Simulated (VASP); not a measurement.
# Ba (P6_3/mmc) in VASP: further runs, part 3 of 3

VASP 6.6.1.

### Step 6. Single point, PBEsol

This run uses another cell than the first one, of 34.84 Å³/atom.

INCAR

```
SYSTEM = Ba
PREC = Accurate
ENCUT = 520
EDIFF = 1E-6
ISMEAR = -1
SIGMA = 0.08
LREAL = .False.
LASPH = .True.
NELM = 80
ALGO = Normal
ISIF = 2
LWAVE = .False.
LCHARG = .False.
GGA = PS
NBANDS = 17
```

KPOINTS

```
Automatic mesh
0
Gamma
  10 10 6
  0 0 0
```

POSCAR

```
Ba
1.0
    3.7846754643      0.0000000000      0.0000000000
   -1.8923377322      3.2776250971      0.0000000000
    0.0000000000      0.0000000000      5.6173554573
Ba
2
Direct
    0.3333333333      0.6666666667      0.2500000000
    0.6666666667      0.3333333333      0.7500000000
```

Potentials or basis: VASP PAW PBE potentials, release 64 (Ba_sv).

The run is started by

```
> cat potpaw_PBE.64/Ba_sv/POTCAR > POTCAR
> mpirun -np 1 vasp_std > vasp.out
```

OUTCAR:

```text
SYSTEM = Ba
   PREC = Accurate
   ENCUT = 520
   EDIFF = 1E-6
   ISMEAR = -1
   LREAL = .False.
   LASPH = .True.
   NELM = 80
   ISIF = 2
   GGA = PS

 ion  position               nearest neighbor table
   1  0.333  0.667  0.250-   2 3.56   2 3.56   2 3.56   2 3.56   2 3.56   2 3.56
   2  0.667  0.333  0.750-   1 3.56   1 3.56   1 3.56   1 3.56   1 3.56   1 3.56

  LATTYP: Found a hexagonal cell.
 ALAT       =     3.7846754643
 C/A-ratio  =     1.4842370265

  Lattice vectors:

 A1 = (   3.7846754643,   0.0000000000,   0.0000000000)
 A2 = (  -1.8923377322,   3.2776250971,   0.0000000000)
 A3 = (   0.0000000000,   0.0000000000,   5.6173554573)

Analysis of symmetry for initial positions (statically):
=====================================================================
 Subroutine PRICEL returns:
 Original cell was already a primitive cell.

 Routine SETGRP: Setting up the symmetry group for a
 hexagonal supercell.

 Subroutine GETGRP returns: Found 24 space group operations
 (whereof 12 operations were pure point group operations)
 out of a pool of 24 trial point group operations.

The static configuration has the point symmetry D_3d.
 The point group associated with its full space group is D_6h.

Analysis of symmetry for dynamics (positions and initial velocities):
=====================================================================
 Subroutine PRICEL returns:
 Original cell was already a primitive cell.

 Routine SETGRP: Setting up the symmetry group for a
 hexagonal supercell.

 Subroutine GETGRP returns: Found 24 space group operations
 (whereof 12 operations were pure point group operations)
 out of a pool of 24 trial point group operations.

The dynamic configuration has the point symmetry D_3d.
 The point group associated with its full space group is D_6h.

 Subroutine INISYM returns: Found 24 space group operations
 (whereof 12 operations are pure point group operations),
 and found     1 'primitive' translations

----------------------------------------------------------------------------------------

                                     Primitive cell

  volume of cell :      69.6819

  direct lattice vectors                    reciprocal lattice vectors
     3.784675464  0.000000000  0.000000000     0.264223448  0.152549479  0.000000000
    -1.892337732  3.277625097  0.000000000     0.000000000  0.305098957  0.000000000
     0.000000000  0.000000000  5.617355457     0.000000000  0.000000000  0.178019712

  length of vectors
     3.784675464  3.784675464  5.617355457     0.305098957  0.305098957  0.178019712

  position of ions in fractional coordinates (direct lattice)
     0.333333333  0.666666667  0.250000000
     0.666666667  0.333333333  0.750000000

  ion indices of the primitive-cell ions
   primitive index   ion index
                 1           1
                 2           2

----------------------------------------------------------------------------------------

 KPOINTS: Automatic mesh

Automatic generation of k-mesh.
 Grid dimensions read from file:
 generate k-points for:   10   10    6

 Generating k-lattice:

  Cartesian coordinates                     Fractional coordinates (reciprocal lattice)
     0.026422345  0.015254948  0.000000000     0.100000000  0.000000000  0.000000000
     0.000000000  0.030509896  0.000000000     0.000000000  0.100000000  0.000000000
     0.000000000  0.000000000  0.029669952     0.000000000  0.000000000  0.166666667

  Length of vectors
     0.030509896  0.030509896  0.029669952

  Shift w.r.t. Gamma in fractional coordinates (k-lattice)
     0.000000000  0.000000000  0.000000000

 Subroutine IBZKPT returns following result:
 ===========================================

 Found     56 irreducible k-points:

 Following reciprocal coordinates:
            Coordinates               Weight
  0.000000  0.000000  0.000000      1.000000
  0.100000  0.000000  0.000000      6.000000
  0.200000  0.000000  0.000000      6.000000
  0.300000 -0.000000  0.000000      6.000000
  0.400000 -0.000000  0.000000      6.000000
  0.500000  0.000000  0.000000      3.000000
[... 16 lines left out ...]
  0.300000  0.100000  0.166667     24.000000
  0.400000  0.100000  0.166667     24.000000
 [... further k-points ...]
   k-points           NKPTS =     56   k-points in BZ     NKDIM =     56   number of bands    NBANDS=     17
   number of dos      NEDOS =    301   number of ions     NIONS =      2
   total plane-waves  NPLWV =  32928
   dimension x,y,z NGX =    28 NGY =   28 NGZ =   42
   dimension x,y,z NGXF=    56 NGYF=   56 NGZF=   84
   ions per type =               2
   NGX,Y,Z   is equivalent  to a cutoff of  12.30, 12.30, 12.43 a.u.
   NGXF,Y,Z  is equivalent  to a cutoff of  24.60, 24.60, 24.86 a.u.
 SYSTEM =  Ba
   PREC   = accura    normal or accurate (medium, high low for compatibility)
   ISTART =      0    job   : 0-new  1-cont  2-samecut
   ICHARG =      2    charge: 1-file 2-atom 10-const
   ISPIN  =      1    spin polarized calculation?
   LNONCOLLINEAR =      F non collinear calculations
   LSORBIT =      F    spin-orbit coupling
   LASPH  =      T    aspherical Exc in radial PAW
   ENCUT  =  520.0 eV  38.22 Ry    6.18 a.u.   7.04  7.04 10.44*2*pi/ulx,y,z
   NELM   =     80;   NELMIN=  2; NELMDL= -5     # of ELM steps
   EDIFF  = 0.1E-05   stopping-criterion for ELM
   LREAL  =      F    real-space projection
   EDIFFG = 0.1E-04   stopping-criterion for IOM
   NSW    =      0    number of steps for IOM
   IBRION =     -1    ionic relax: 0-MD 1-quasi-New 2-CG
   NFREE  =      0    steps in history (QN), initial steepest desc. (CG)
   ISIF   =      2    stress and relaxation
   ISYM   =      2    0-nonsym 1-usesym 2-fastsym
   POTIM  = 0.5000    time-step for ionic-motion
   TEBEG  =    0.0;   TEEND  =   0.0 temperature during run
   PSTRESS=    0.0 pullay stress
   NELECT =      20.0000    total number of electrons
   NUPDOWN=      -1.0000    fix difference up-down
   EMIN   =  10.00;   EMAX   =-10.00  energy-range for DOS
   EFERMI =   0.00;   METHOD = LEGACY
   ISMEAR =    -1;   SIGMA  =   0.08  broadening in eV -4-tet -1-fermi 0-gaus
   EFERMI_NEDOS =   21; number of points for ismear=-14 and -15
   IALGO  =     38    algorithm
   IMIX   =      4    mixing-type and parameters
     AMIX     =   0.40;   BMIX     =  1.00
     AMIX_MAG =   1.60;   BMIX_MAG =  1.00
  volume/ion in A,a.u.               =      34.84       235.12
  Fermi-wavevector in a.u.,A,eV,Ry     =   1.079887  2.040690 15.866508  1.166155
  Thomas-Fermi vector in A             =   2.215864
   LORBIT       =      0    0 simple, 1 ext, 2 COOP (PROOUT), +10 PAW based schemes
   GGA     = PS    functional components
   LHFCALC =     F    Hartree Fock is set to
   AEXX    =    0.0000 exact exchange contribution
   IVDW    =     0    specifies the selected vdW correction
   LEPSILON=     F    determine dielectric tensor
   LRPA    =     F    only Hartree local field effects (RPA)
 non-spin polarized calculation
  energy-cutoff  :      520.00
  volume of cell :       69.68
 maximum number of plane-waves:      1900
   NGX = 15   NGY = 15   NGZ = 21

 number of electron      19.9999996 magnetization

 Free energy of the ion-electron system (eV)
  ---------------------------------------------------
  ext. energy  EPLUGINS =         0.00000000
  ---------------------------------------------------
  free energy    TOTEN  =        -3.40811420 eV

  energy without entropy =       -3.37423390  energy(sigma->0) =       -3.39117405

 E-fermi :   4.1905     XC(G=0):  -9.7111

 val. band max:        4.1771503064   @ k =   0.2000   0.2000   0.0000
 cond. band min:       4.1972469535   @ k =   0.3000   0.3000   0.3333
 fundamental gap:      0.0200966471
 Fermi energy:         4.1904652296

 k-point     1 :       0.0000    0.0000    0.0000
  band No.  band energies     occupation
      1     -24.3925      2.00000
      2     -23.8149      2.00000
      3     -10.8799      2.00000
      4      -8.8220      2.00000
      5      -8.8220      2.00000
      6      -8.3510      2.00000
[... 9 lines left out ...]
     16       7.3286      0.00000
     17       7.3286      0.00000
[... 441 lines left out ...]
 k-point    24 :       0.4000    0.1000    0.1667
  band No.  band energies     occupation
      1     -23.9881      2.00000
      2     -23.8207      2.00000
      3     -10.4795      2.00000
      4     -10.0112      2.00000
      5      -9.6150      2.00000
      6      -9.3068      2.00000
[... 9 lines left out ...]
     16      10.3880      0.00000
     17      10.9431      0.00000

 [... further k-points ...]

------------------------ aborting loop because EDIFF is reached ----------------------------------------

  FORCE on cell =-STRESS in cart. coord.  units (eV):
  Direction    XX          YY          ZZ          XY          YZ          ZX
  --------------------------------------------------------------------------------------
  -------------------------------------------------------------------------------------
  Total        3.5419749      3.5419749      3.8402976     -0.0000000     -0.0000000     -0.0000000
  in kB       81.4397124     81.4397124     88.2989703     -0.0000000     -0.0000000     -0.0000000
  external PRESSURE =      83.7261317 kB  Pullay stress =       0.0000000 kB

 VOLUME and BASIS-vectors are now :
 -----------------------------------------------------------------------------
  energy-cutoff  :      520.00
  volume of cell :       69.68
      direct lattice vectors                 reciprocal lattice vectors
     3.784675464  0.000000000  0.000000000     0.264223448  0.152549479  0.000000000
    -1.892337732  3.277625097  0.000000000     0.000000000  0.305098957  0.000000000
     0.000000000  0.000000000  5.617355457     0.000000000  0.000000000  0.178019712

 POSITION                                       TOTAL-FORCE (eV/Angst)
 -----------------------------------------------------------------------------------
     -0.00000      2.18508      1.40434        -0.000000      0.000000      0.000000
      1.89234      1.09254      4.21302         0.000000     -0.000000      0.000000
 -----------------------------------------------------------------------------------
    total drift:                               -0.000000      0.000000     -0.000000

  FREE ENERGIE OF THE ION-ELECTRON SYSTEM (eV)
  ---------------------------------------------------
  free  energy   TOTEN  =        -3.4081142042 eV

  energy  without entropy=       -3.3742339038  energy(sigma->0) =       -3.39117405
```

stdout:

```text
POSCAR found type information on POSCAR Ba
 POSCAR found :  1 types and       2 ions
 scaLAPACK will be used
 -----------------------------------------------------------------------------
|                                                                             |
|                                                                             |
|     You enforced a specific xc type in the INCAR file but a different       |
|     I HOPE YOU KNOW WHAT YOU ARE DOING!                                     |
|                                                                             |
 -----------------------------------------------------------------------------

 LDA part: xc-table for (Slater+PW92), standard interpolation
 POSCAR, INCAR and KPOINTS ok, starting setup
 FFT: planning ... GRIDC
 FFT: planning ... GRID_SOFT
 FFT: planning ... GRID
 WAVECAR not read
 entering main loop
```

Wall time 21 s (1 thread of Intel Xeon 6975P-C (Granite Rapids), shared host); peak memory 0.2 GiB.

What came out:

| Item | Value |
| --- | --- |
| Free energy | -3.4081 eV |
| Pressure | 8.4 GPa |
| Band gap on the k mesh | zero (bands 10 and 11 overlap by 0.84 eV) |

Levels at points of the mesh, in eV from the Fermi level:
```csv
k point,band 7,band 8,band 9,band 10,band 11,band 12,band 13,band 14
"(0.00, 0.00, 0.00)",-12.54,-12.29,-2.51,-1.66,1.86,1.86,2.95,2.98
"(0.50, 0.00, 0.00)",-13.15,-12.70,-1.66,-0.63,-0.49,1.34,2.62,3.42
"(0.00, 0.00, 0.50)",-12.78,-12.78,-1.07,-1.07,1.67,1.67,1.67,1.67
"(0.50, 0.00, 0.50)",-12.95,-12.95,-1.34,-1.34,0.29,0.29,3.58,3.58
```

Caveat: the cell stands under pressure; the PAW data sets were made with another functional, which shifts forces and pressure a little; spin-orbit coupling is left out, which moves the levels of the heavy elements.

### Step 7. The runs side by side

```tsv
cell	gap on the mesh (eV)	pressure (GPa)
a = 3.273, b = 3.273, c = 5.006 Å, angles 90.0, 90.0, 120.0°, 2 atoms	none	37.3
a = 3.594, b = 3.594, c = 5.191 Å, angles 90.0, 90.0, 120.0°, 2 atoms	none	16.5
a = 3.785, b = 3.785, c = 5.617 Å, angles 90.0, 90.0, 120.0°, 2 atoms	none	8.4
```

Alike in all rows: task single point; level PBEsol; potentials or basis VASP PAW PBE potentials, release 64 (Ba_sv); no spin polarisation; k mesh 10 × 10 × 6; cutoff (eV) 520; smearing fermi-dirac 0.08 eV.

Caveats: the cell stands under pressure; the PAW data sets were made with another functional, which shifts forces and pressure a little; spin-orbit coupling is left out, which moves the levels of the heavy elements.

Absolute energies hang on the potentials; compare differences alone.

The gap in the log of VASP goes by the Fermi energy; the results here count the filled bands.